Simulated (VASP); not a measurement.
# AlNi (Pm) in VASP: notebook, part 2 of 2

VASP 6.6.1. The steps go on from the part before.

**3. Single point, PBEsol (atoms displaced along several vibrational modes)**

File INCAR:

```
SYSTEM = AlNi
PREC = Accurate
ENCUT = 520
EDIFF = 1E-6
ISMEAR = 0
SIGMA = 0.15
LREAL = .FALSE.
LASPH = .TRUE.
NELM = 80
ALGO = Fast
ISIF = 2
LWAVE = .FALSE.
LCHARG = .TRUE.
GGA = PS
LELF = .TRUE.
LVHAR = .TRUE.
NBANDS = 14
```

File KPOINTS:

```
regular mesh
0
G
  16 16 16
  0 0 0
```

File POSCAR:

```
AlNi
1.0
    2.8618233745      0.0000000000      0.0000000000
    0.0000000000      2.8618233745      0.0000000000
    0.0000000000      0.0000000000      2.8618233745
Al Ni
1 1
Direct
   -0.0265564957     -0.0199173717      0.0000000000
    0.5122081036      0.5091560777      0.5000000000
```

Potentials or basis: VASP PAW PBE potentials, release 64 (Al, Ni).

On the command line:

```
$ cat potpaw_PBE.64/Al/POTCAR potpaw_PBE.64/Ni/POTCAR > POTCAR
$ mpirun -np 1 vasp_std > vasp.out
```

OUTCAR:

```text
SYSTEM = AlNi
   PREC = Accurate
   ENCUT = 520
   EDIFF = 1E-6
   ISMEAR = 0
   LREAL = .FALSE.
   LASPH = .TRUE.
   NELM = 80
   ISIF = 2
   GGA = PS

 ion  position               nearest neighbor table
   1  0.973  0.980  0.000-   2 2.37   2 2.37   2 2.47   2 2.47   2 2.50   2 2.50   2 2.59   2 2.59

   2  0.512  0.509  0.500-   1 2.37   1 2.37   1 2.47   1 2.47   1 2.50   1 2.50   1 2.59   1 2.59

  LATTYP: Found a simple cubic cell.
 ALAT       =     2.8618233745

  Lattice vectors:

 A1 = (   2.8618233745,   0.0000000000,   0.0000000000)
 A2 = (   0.0000000000,   2.8618233745,   0.0000000000)
 A3 = (   0.0000000000,   0.0000000000,   2.8618233745)

Analysis of symmetry for initial positions (statically):
=====================================================================
 Subroutine PRICEL returns:
 Original cell was already a primitive cell.

 Routine SETGRP: Setting up the symmetry group for a
 simple cubic supercell.

 Subroutine GETGRP returns: Found  2 space group operations
 (whereof  2 operations were pure point group operations)
 out of a pool of 48 trial point group operations.

[... 178 lines left out ...]
      6       8.5723      2.00000
      7      15.7288      0.00000
      8      15.7502      0.00000
      9      15.7791      0.00000
     10      18.3994      0.00000
     11      18.4072      0.00000
     12      24.1151      0.00000
     13      31.1177      0.00000
     14      31.1483      0.00000
[... 377 lines left out ...]
      1       3.1162      2.00000
      2       3.3274      2.00000
      3       7.2920      2.00000
      4       7.8301      2.00000
      5       7.8509      2.00000
      6       8.6501      2.00000
      7       9.4923      2.00000
      8      18.5195      0.00000
      9      20.2287      0.00000
     10      20.2792      0.00000
     11      21.2051      0.00000
     12      21.3007      0.00000
     13      24.6925      0.00000
     14      25.7005      0.00000

 [... further k-points ...]

------------------------ aborting loop because EDIFF is reached ----------------------------------------

  FORCE on cell =-STRESS in cart. coord.  units (eV):
  Direction    XX          YY          ZZ          XY          YZ          ZX
  --------------------------------------------------------------------------------------
  -------------------------------------------------------------------------------------
  Total        0.2026278      0.2453327      0.3049304      0.2069221      0.0000000      0.0000000
  in kB       13.8510005     16.7701720     20.8440866     14.1445469      0.0000000      0.0000000
  external PRESSURE =      17.1550864 kB  Pullay stress =       0.0000000 kB

 VOLUME and BASIS-vectors are now :
 -----------------------------------------------------------------------------
  energy-cutoff  :      520.00
  volume of cell :       23.44
      direct lattice vectors                 reciprocal lattice vectors
     2.861823375  0.000000000  0.000000000     0.349427574  0.000000000  0.000000000
     0.000000000  2.861823375  0.000000000     0.000000000  0.349427574  0.000000000
     0.000000000  0.000000000  2.861823375     0.000000000  0.000000000  0.349427574

 POSITION                                       TOTAL-FORCE (eV/Angst)
 -----------------------------------------------------------------------------------
      2.78582      2.80482      0.00000         0.710485      0.542334      0.000000
      1.46585      1.45711      1.43091        -0.710485     -0.542334      0.000000
 -----------------------------------------------------------------------------------
    total drift:                                0.000326      0.000035     -0.000001

  FREE ENERGIE OF THE ION-ELECTRON SYSTEM (eV)
  ---------------------------------------------------
  free  energy   TOTEN  =       -11.5301978392 eV

  energy  without entropy=      -11.5217474163  energy(sigma->0) =      -11.52597263
```

OSZICAR:

```text
N       E                     dE             d eps       ncg     rms          rms(c)
DAV:   1     0.399263982790E+02    0.39926E+02   -0.53763E+03 33320   0.973E+02
DAV:   2    -0.113966779105E+02   -0.51323E+02   -0.46360E+02 35304   0.181E+02
DAV:   3    -0.131436626665E+02   -0.17470E+01   -0.17303E+01 41300   0.369E+01
DAV:   4    -0.131667040097E+02   -0.23041E-01   -0.23035E-01 39026   0.388E+00
DAV:   5    -0.131673777540E+02   -0.67374E-03   -0.67373E-03 42040   0.722E-01    0.128E+01
RMM:   6    -0.151286464755E+02   -0.19613E+01   -0.15524E+01 40001   0.492E+01    0.170E+01
RMM:   7    -0.115485719202E+02    0.35801E+01   -0.42805E+00 36898   0.253E+01    0.126E+00
RMM:   8    -0.115413097180E+02    0.72622E-02   -0.90559E-02 35406   0.297E+00    0.759E-01
RMM:   9    -0.115339163442E+02    0.73934E-02   -0.29573E-02 37808   0.109E+00    0.552E-01
RMM:  10    -0.115302569622E+02    0.36594E-02   -0.85781E-03 40425   0.116E+00    0.163E-01
RMM:  11    -0.115303521770E+02   -0.95215E-04   -0.10211E-03 44601   0.379E-01    0.130E-01
RMM:  12    -0.115301868769E+02    0.16530E-03   -0.39195E-04 44152   0.217E-01    0.340E-02
RMM:  13    -0.115301959298E+02   -0.90529E-05   -0.10253E-04 46895   0.742E-02    0.702E-03
RMM:  14    -0.115301975347E+02   -0.16050E-05   -0.16972E-05 46059   0.327E-02    0.999E-03
RMM:  15    -0.115301978392E+02   -0.30446E-06   -0.23471E-06 26859   0.103E-02
   1 F= -.11530198E+02 E0= -.11525973E+02  d E =-.845042E-02
```

stdout:

```text
POSCAR found type information on POSCAR AlNi
 POSCAR found :  2 types and       2 ions
 scaLAPACK will be used
 -----------------------------------------------------------------------------
|                                                                             |
|                                                                             |
|     You enforced a specific xc type in the INCAR file but a different       |
|     I HOPE YOU KNOW WHAT YOU ARE DOING!                                     |
|                                                                             |
 -----------------------------------------------------------------------------

 LDA part: xc-table for (Slater+PW92), standard interpolation
 POSCAR, INCAR and KPOINTS ok, starting setup
 FFT: planning ... GRIDC
 FFT: planning ... GRID_SOFT
 FFT: planning ... GRID
 WAVECAR not read
 entering main loop
WARNING in EDDRMM: call to ZHEGV failed, returncode =   8  4     14
WARNING in EDDRMM: call to ZHEGV failed, returncode =   8  4     13
WARNING in EDDRMM: call to ZHEGV failed, returncode =   8  4     14
WARNING in EDDRMM: call to ZHEGV failed, returncode =   8  4     13
```

It took 2.7 min on 1 thread of Intel Xeon 6975P-C (Granite Rapids), shared host; peak memory 0.48 GiB.

What came out:

```yaml
Free_energy: -11.5302 eV
Pressure: 1.7 GPa
Largest_force: 0.894 eV/Å
Band_gap_on_the_k_mesh: zero (an odd number of electrons rules out a gap without spin polarisation)
```

Forces in eV/Å, atoms in the order of the input:
```
Al   0.710  0.542  0.000
Ni  -0.710 -0.542  0.000
```

Stress tensor (GPa, compression positive):
```
1.39 1.41 0.00
1.41 1.68 0.00
0.00 0.00 2.08
```

Levels at points of the mesh, in eV from the Fermi level:
```csv
k point,band 5,band 6,band 7,band 8,band 9,band 10
"(0.00, 0.00, 0.00)",-1.59,-1.59,5.57,5.59,5.62,8.24
"(0.50, 0.00, 0.00)",-2.31,-1.51,-0.66,8.37,10.04,10.07
"(0.00, 0.50, 0.00)",-2.31,-1.51,-0.67,8.36,10.07,10.12
"(0.00, 0.00, 0.50)",-2.32,-1.50,-0.67,8.35,10.13,10.16
"(0.50, 0.50, 0.00)",-2.17,-2.14,-1.05,1.50,2.58,12.54
"(0.00, 0.50, 0.50)",-2.11,-2.10,-1.05,1.49,2.58,12.58
"(0.50, 0.00, 0.50)",-2.13,-2.12,-1.05,1.49,2.58,12.56
"(0.50, 0.50, 0.50)",-1.02,1.91,1.94,1.97,3.70,4.57
```

Caveat: the cell differs from its parent crystal (atoms displaced along several vibrational modes); the PAW data sets were made with another functional, which shifts forces and pressure a little.
